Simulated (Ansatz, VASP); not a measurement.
# Al3GaN4: VASP beside Ansatz

```xyz
8
Lattice="5.0434 0.0000 0.0000 0.0000 3.1301 0.0000 -0.0032 0.0000 5.4993" Properties=species:S:1:pos:R:3 pbc="T T T"
Al    2.5253    1.5650    0.9183
Al    0.0045    1.5650    4.5925
Al    0.0074    0.0000    1.8267
Ga    2.5211    0.0000    3.6606
N     0.5564    0.0000    3.6569
N     0.6133    1.5650    0.9117
N     3.1461    1.5650    4.6279
N     3.1390    0.0000    1.8023
```

Change from the starting cell: strain along c alone, the other axes held, atoms relaxed: +1.5 %.

Alike in both runs: functional PBEsol; k mesh 6 × 8 × 4; occupations gaussian, width 0.02 eV; no spin polarisation.

Ansatz relaxed the structure, and its values are those at the end. VASP's run is a single point on that final structure, the one shown.

|  | VASP | Ansatz |
| --- | --- | --- |
| version | VASP 6.6.1 | Ansatz 0.2.0 |
| potentials or method | VASP PAW PBE potentials, release 64 (Al, Ga_d, N), cutoff 520 eV | scalar-relativistic, plane waves, PAW |
| valence electrons in the cell | 42 | 42 |

|  | VASP | Ansatz | Ansatz less VASP |
| --- | --- | --- | --- |
| gap on the k mesh at the Fermi level (eV) | 3.34 | 3.33 | -0.016 |
| least direct gap on the mesh (eV) | 3.34 | 3.33 | -0.016 |
| pressure (GPa) | -3.0 | -2.9 | +0.09 |
| rms of the force components (eV/Å) | 0.004 | 0.004 | -0.0005 |

VASP's potentials were made for PBE, not for PBEsol. Ansatz's warnings: stress scf threshold loose.
